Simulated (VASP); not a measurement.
# SnO in VASP: single point with PBE+D3(BJ)

Aim: the single point of SnO with PBE+D3(BJ).

Everything below comes from runs of VASP 6.6.1. Logs are shortened: lines on timing, memory, paths and dates and some standing lists are left out, and cuts for length are marked.

**1. The cell of the first run**

The cell holds a slab with vacuum, 8 atoms: a = 3.820 Å, b = 3.820 Å, c = 22.226 Å, α = 90.00°, β = 90.00°, γ = 90.00°.

**2. Single point, PBE+D3(BJ) (layers slid over each other)**

INCAR

```
SYSTEM = SnO
PREC     = Accurate       ! precision mode
ENCUT    = 520            ! plane-wave cutoff, eV
EDIFF    = 1E-7           ! SCF threshold, eV
ISMEAR   = 0              ! smearing method
SIGMA    = 0.05           ! smearing width, eV
LREAL    = .False.        ! projectors in reciprocal space
LASPH    = .True.         ! aspherical terms in the spheres
NELM     = 80             ! most SCF steps
ALGO     = Normal         ! electronic algorithm
ISIF     = 2              ! what is computed and relaxed
LWAVE    = .False.        ! write WAVECAR
LCHARG   = .True.         ! write CHGCAR
LDIPOL   = .True.       
IDIPOL   = 3            
DIPOL    = 0.5 0.5 0.399
GGA      = PE             ! functional
IVDW     = 12             ! dispersion correction
LELF     = .True.         ! ELF
LVHAR    = .True.       
LVACPOTAV= .True.       
NBANDS   = 50             ! bands
```

KPOINTS

```
regular mesh
0
Gamma
  7 7 1
  0 0 0
```

POSCAR

```
SnO
1.0
    3.8201526697      0.0002954396      0.0000000000
   -0.0003145245      3.8201526682      0.0000000000
    0.0000000000      0.0000000000     22.2260755522
Sn O
4 4
Direct
    0.9999453086      0.9999453086      0.2024648926
    0.4999453086      0.4999453086      0.3087831570
    0.9999453086      0.9999453086      0.4887519504
    1.4999453086      1.4999453086      0.5950702148
    0.9999461247      0.4999461247      0.2556240248
    0.4999461247      0.9999461247      0.2556240248
    0.9999444925      1.4999444925      0.5419110826
    1.4999444925      0.9999444925      0.5419110826
```

Potentials or basis: VASP PAW PBE potentials, release 64 (Sn_d, O).

Started as:

```bash
> cat potpaw_PBE.64/Sn_d/POTCAR potpaw_PBE.64/O/POTCAR > POTCAR
> mpirun -np 1 vasp_std > vasp.out
```

OUTCAR:

```text
SYSTEM = SnO
   PREC = Accurate
   ENCUT = 520
   EDIFF = 1E-7
   ISMEAR = 0
   LREAL = .False.
   LASPH = .True.
   NELM = 80
   ISIF = 2
   GGA = PE
   IVDW = 12
 IVDW          = 12

 ion  position               nearest neighbor table
   1  1.000  1.000  0.202-   6 2.25   5 2.25   6 2.25   5 2.25   2 3.59   2 3.59   2 3.59   2 3.59

   2  0.500  0.500  0.309-   5 2.25   6 2.25   5 2.25   6 2.25   1 3.59   1 3.59   1 3.59   1 3.59

   3  1.000  1.000  0.489-   8 2.25   7 2.25   8 2.25   7 2.25   4 3.59   4 3.59   4 3.59   4 3.59

   4  0.500  0.500  0.595-   7 2.25   8 2.25   7 2.25   8 2.25   3 3.59   3 3.59   3 3.59   3 3.59

   5  1.000  0.500  0.256-   2 2.25   1 2.25   2 2.25   1 2.25
   6  0.500  1.000  0.256-   1 2.25   2 2.25   1 2.25   2 2.25
   7  1.000  0.500  0.542-   4 2.25   3 2.25   4 2.25   3 2.25
   8  0.500  1.000  0.542-   3 2.25   4 2.25   3 2.25   4 2.25

  LATTYP: Found a simple tetragonal cell.
 ALAT       =     3.8201526811
 C/A-ratio  =     5.8181118420

  Lattice vectors:

 A1 = (   3.8201526697,   0.0002954396,   0.0000000000)
 A2 = (  -0.0003145245,   3.8201526682,   0.0000000000)
 A3 = (   0.0000000000,   0.0000000000,  22.2260755522)

Analysis of symmetry for initial positions (statically):
=====================================================================
 Subroutine PRICEL returns:
 Original cell was already a primitive cell.

 Routine SETGRP: Setting up the symmetry group for a
 simple tetragonal supercell.

 Subroutine GETGRP returns: Found 16 space group operations
 (whereof  2 operations were pure point group operations)
 out of a pool of 16 trial point group operations.

The static configuration has the point symmetry C_1h.
 The point group associated with its full space group is D_4h.

Analysis of symmetry for dynamics (positions and initial velocities):
=====================================================================
 Subroutine PRICEL returns:
 Original cell was already a primitive cell.

 Routine SETGRP: Setting up the symmetry group for a
 simple tetragonal supercell.

 Subroutine GETGRP returns: Found 16 space group operations
 (whereof  2 operations were pure point group operations)
 out of a pool of 16 trial point group operations.

The dynamic configuration has the point symmetry C_1h.
 The point group associated with its full space group is D_4h.

 Subroutine INISYM returns: Found 16 space group operations
 (whereof  2 operations are pure point group operations),
 and found     1 'primitive' translations

----------------------------------------------------------------------------------------

                                     Primitive cell

  volume of cell :     324.3577

  direct lattice vectors                    reciprocal lattice vectors
     3.820152670  0.000295440  0.000000000     0.261769641  0.000021552  0.000000000
    -0.000314525  3.820152668  0.000000000    -0.000020245  0.261769641  0.000000000
     0.000000000  0.000000000 22.226075552     0.000000000  0.000000000  0.044992198

  length of vectors
     3.820152681  3.820152681 22.226075552     0.261769642  0.261769642  0.044992198

  position of ions in fractional coordinates (direct lattice)
     0.999945309  0.999945309  0.202464893
     0.499945309  0.499945309  0.308783157
     0.999945309  0.999945309  0.488751950
     0.499945309  0.499945309  0.595070215
     0.999946125  0.499946125  0.255624025
     0.499946125  0.999946125  0.255624025
     0.999944492  0.499944492  0.541911083
     0.499944492  0.999944492  0.541911083

  ion indices of the primitive-cell ions
   primitive index   ion index
                 1           1
                 2           2
                 3           3
                 4           4
                 5           5
                 6           6
                 7           7
                 8           8

----------------------------------------------------------------------------------------

 KPOINTS: regular mesh

Automatic generation of k-mesh.
 Grid dimensions read from file:
 generate k-points for:    7    7    1

 Generating k-lattice:

  Cartesian coordinates                     Fractional coordinates (reciprocal lattice)
     0.037395663  0.000003079  0.000000000     0.142857143  0.000000000  0.000000000
    -0.000002892  0.037395663  0.000000000     0.000000000  0.142857143  0.000000000
     0.000000000  0.000000000  0.044992198     0.000000000  0.000000000  1.000000000

  Length of vectors
     0.037395663  0.037395663  0.044992198

  Shift w.r.t. Gamma in fractional coordinates (k-lattice)
     0.000000000  0.000000000  0.000000000

 Subroutine IBZKPT returns following result:
 ===========================================

 Found     10 irreducible k-points:

 Following reciprocal coordinates:
            Coordinates               Weight
  0.000000  0.000000  0.000000      1.000000
  0.142857 -0.000000  0.000000      4.000000
  0.285714  0.000000  0.000000      4.000000
  0.428571 -0.000000  0.000000      4.000000
  0.142857  0.142857  0.000000      4.000000
  0.285714  0.142857  0.000000      8.000000
  0.428571  0.142857  0.000000      8.000000
  0.285714  0.285714  0.000000      4.000000
  0.428571  0.285714  0.000000      8.000000
  0.428571  0.428571  0.000000      4.000000
   k-points           NKPTS =     10   k-points in BZ     NKDIM =     10   number of bands    NBANDS=     50
   number of dos      NEDOS =    301   number of ions     NIONS =      8
   total plane-waves  NPLWV = 131712
   dimension x,y,z NGX =    28 NGY =   28 NGZ =  168
   dimension x,y,z NGXF=    56 NGYF=   56 NGZF=  336
   ions per type =               4   4
   NGX,Y,Z   is equivalent  to a cutoff of  12.19, 12.19, 12.57 a.u.
   NGXF,Y,Z  is equivalent  to a cutoff of  24.37, 24.37, 25.13 a.u.
 SYSTEM =  SnO
   PREC   = accura    normal or accurate (medium, high low for compatibility)
   ISTART =      0    job   : 0-new  1-cont  2-samecut
   ICHARG =      2    charge: 1-file 2-atom 10-const
   ISPIN  =      1    spin polarized calculation?
   LNONCOLLINEAR =      F non collinear calculations
   LSORBIT =      F    spin-orbit coupling
   LASPH  =      T    aspherical Exc in radial PAW
   ENCUT  =  520.0 eV  38.22 Ry    6.18 a.u.   7.10  7.10 41.33*2*pi/ulx,y,z
   NELM   =     80;   NELMIN=  2; NELMDL= -5     # of ELM steps
   EDIFF  = 0.1E-06   stopping-criterion for ELM
   LREAL  =      F    real-space projection
   EDIFFG = 0.1E-05   stopping-criterion for IOM
   NSW    =      0    number of steps for IOM
   IBRION =     -1    ionic relax: 0-MD 1-quasi-New 2-CG
   NFREE  =      0    steps in history (QN), initial steepest desc. (CG)
   ISIF   =      2    stress and relaxation
   ISYM   =      2    0-nonsym 1-usesym 2-fastsym
   POTIM  = 0.5000    time-step for ionic-motion
   TEBEG  =    0.0;   TEEND  =   0.0 temperature during run
   PSTRESS=    0.0 pullay stress
   NELECT =      80.0000    total number of electrons
   NUPDOWN=      -1.0000    fix difference up-down
   EMIN   =  10.00;   EMAX   =-10.00  energy-range for DOS
   EFERMI =   0.00;   METHOD = LEGACY
   ISMEAR =     0;   SIGMA  =   0.05  broadening in eV -4-tet -1-fermi 0-gaus
   EFERMI_NEDOS =   21; number of points for ismear=-14 and -15
   IALGO  =     38    algorithm
   IMIX   =      4    mixing-type and parameters
     AMIX     =   0.40;   BMIX     =  1.00
     AMIX_MAG =   1.60;   BMIX_MAG =  1.00
  volume/ion in A,a.u.               =      40.54       273.61
  Fermi-wavevector in a.u.,A,eV,Ry     =   1.026668  1.940121 14.341186  1.054047
  Thomas-Fermi vector in A             =   2.160573
   LORBIT       =      0    0 simple, 1 ext, 2 COOP (PROOUT), +10 PAW based schemes
   GGA     = PE    functional components
   LHFCALC =     F    Hartree Fock is set to
   AEXX    =    0.0000 exact exchange contribution
   IVDW    =    12    specifies the selected vdW correction
   LEPSILON=     F    determine dielectric tensor
   LRPA    =     F    only Hartree local field effects (RPA)
 non-spin polarized calculation
 Gauss-broadening in eV      SIGMA  =   0.05
  energy-cutoff  :      520.00
  volume of cell :      324.36
 maximum number of plane-waves:      8769
   NGX = 15   NGY = 15   NGZ = 83

 dipolmoment           0.000000      0.000000     -0.000003 electrons x Angstroem

 number of electron      79.9999969 magnetization

 dipolmoment           0.000000      0.000000      0.000000 electrons x Angstroem

 Free energy of the ion-electron system (eV)
  ---------------------------------------------------
  ext. energy  EPLUGINS =         0.00000000
  ---------------------------------------------------
  free energy    TOTEN  =       -45.20794053 eV

  energy without entropy =      -45.20794053  energy(sigma->0) =      -45.20794053

 E-fermi :   0.0527     XC(G=0):  -5.3065

 val. band max:       -0.1988585215   @ k =   0.1429  -0.0000   0.0000
 cond. band min:       2.3372315075   @ k =   0.0000   0.0000   0.0000
 fundamental gap:      2.5360900290
 Fermi energy:         0.0526796688

 k-point     1 :       0.0000    0.0000    0.0000
  band No.  band energies     occupation
      1     -21.0672      2.00000
      2     -21.0670      2.00000
      3     -20.7068      2.00000
      4     -20.7066      2.00000
      5     -20.6688      2.00000
      6     -20.6688      2.00000
[... 42 lines left out ...]
     49       5.2489      0.00000
     50       5.2489      0.00000

 k-point     2 :       0.1429   -0.0000    0.0000
  band No.  band energies     occupation
      1     -21.0582      2.00000
      2     -21.0581      2.00000
      3     -20.7074      2.00000
      4     -20.7072      2.00000
      5     -20.6705      2.00000
      6     -20.6702      2.00000
[... 42 lines left out ...]
     49       5.4230      0.00000
     50       5.4336      0.00000

 k-point     3 :       0.2857    0.0000    0.0000
  band No.  band energies     occupation
      1     -21.0331      2.00000
      2     -21.0331      2.00000
      3     -20.8035      2.00000
      4     -20.8032      2.00000
      5     -20.6747      2.00000
      6     -20.6747      2.00000
[... 42 lines left out ...]
     49       5.6096      0.00000
     50       5.7032      0.00000

 k-point     4 :       0.4286   -0.0000    0.0000
  band No.  band energies     occupation
      1     -20.9893      2.00000
      2     -20.9892      2.00000
      3     -20.9145      2.00000
      4     -20.9142      2.00000
      5     -20.6779      2.00000
      6     -20.6776      2.00000
[... 257 lines left out ...]
 k-point     9 :       0.4286    0.2857    0.0000
  band No.  band energies     occupation
      1     -21.0021      2.00000
      2     -21.0017      2.00000
      3     -20.9600      2.00000
      4     -20.9597      2.00000
      5     -20.6716      2.00000
      6     -20.6715      2.00000
[... 42 lines left out ...]
     49       5.8173      0.00000
     50       6.0935      0.00000

 k-point    10 :       0.4286    0.4286    0.0000
  band No.  band energies     occupation
      1     -21.0079      2.00000
      2     -21.0074      2.00000
      3     -20.9940      2.00000
      4     -20.9935      2.00000
      5     -20.6736      2.00000
      6     -20.6735      2.00000
[... 42 lines left out ...]
     49       5.8646      0.00000
     50       6.0825      0.00000

------------------------ aborting loop because EDIFF is reached ----------------------------------------

 Edisp (eV)   -1.25764

 E8    (eV) :    -0.5569

  FORCE on cell =-STRESS in cart. coord.  units (eV):
  Direction    XX          YY          ZZ          XY          YZ          ZX
  --------------------------------------------------------------------------------------
  -------------------------------------------------------------------------------------
  Total       0.10513     0.10513    -0.49179    -0.00000     0.00000    -0.00000
  in kB       0.51931     0.51931    -2.42921    -0.00000     0.00000    -0.00000
  external pressure =       -0.46 kB  Pullay stress =        0.00 kB

 VOLUME and BASIS-vectors are now :
 -----------------------------------------------------------------------------
  energy-cutoff  :      520.00
  volume of cell :      324.36
      direct lattice vectors                 reciprocal lattice vectors
     3.820152670  0.000295440  0.000000000     0.261769641  0.000021552  0.000000000
    -0.000314525  3.820152668  0.000000000    -0.000020245  0.261769641  0.000000000
     0.000000000  0.000000000 22.226075552     0.000000000  0.000000000  0.044992198

 POSITION                                       TOTAL-FORCE (eV/Angst)
 -----------------------------------------------------------------------------------
      3.81963      3.82024      4.50000        -0.000000      0.000000     -0.074513
      1.90971      1.91002      6.86304         0.000000      0.000000      0.195770
      3.81963      3.82024     10.86304         0.000000      0.000000     -0.195770
      1.90971      1.91002     13.22608        -0.000000      0.000000      0.074513
      3.81979      1.91017      5.68152        -0.000000      0.000000      0.016200
      1.90956      3.82009      5.68152         0.000000     -0.000000      0.016200
      3.81978      1.91016     12.04456        -0.000000      0.000000     -0.016200
      1.90955      3.82009     12.04456         0.000000     -0.000000     -0.016200
 -----------------------------------------------------------------------------------
    total drift:                               -0.000003     -0.000003      0.000001

  FREE ENERGIE OF THE ION-ELECTRON SYSTEM (eV)
  ---------------------------------------------------
  free  energy   TOTEN  =       -46.4655814975 eV

  energy  without entropy=      -46.4655814975  energy(sigma->0) =      -46.46558150

 vacuum level on the upper side and lower side of the slab         4.917         4.917
```

It took 3.9 min on 1 thread of Intel Xeon Platinum 8488C (Sapphire Rapids), shared host; peak memory 0.38 GiB.

Results:

```yaml
Free_energy: -46.4656 eV
Largest_force: 0.196 eV/Å
Band_gap_on_the_k_mesh: 2.54 eV (least direct gap 2.55 eV)
Dispersion_energy_per_atom: -0.157 eV
```

Forces in eV/Å, atoms in the order of the input:
```
Sn   0.000  0.000 -0.075
Sn   0.000  0.000  0.196
Sn   0.000  0.000 -0.196
Sn   0.000  0.000  0.075
O    0.000  0.000  0.016
O    0.000  0.000  0.016
O    0.000  0.000 -0.016
O    0.000  0.000 -0.016
```

Levels at points of the mesh, in eV from the valence-band top:
```
           k point  band 37  band 38  band 39  band 40  band 41  band 42  band 43  band 44
(0.00, 0.00, 0.00)    -1.96    -1.96    -0.62    -0.02     2.54     2.85     2.86     3.87
```

Caveat: the cell differs from its parent crystal (layers slid over each other); spin-orbit coupling is left out, which moves the levels of the heavy elements.
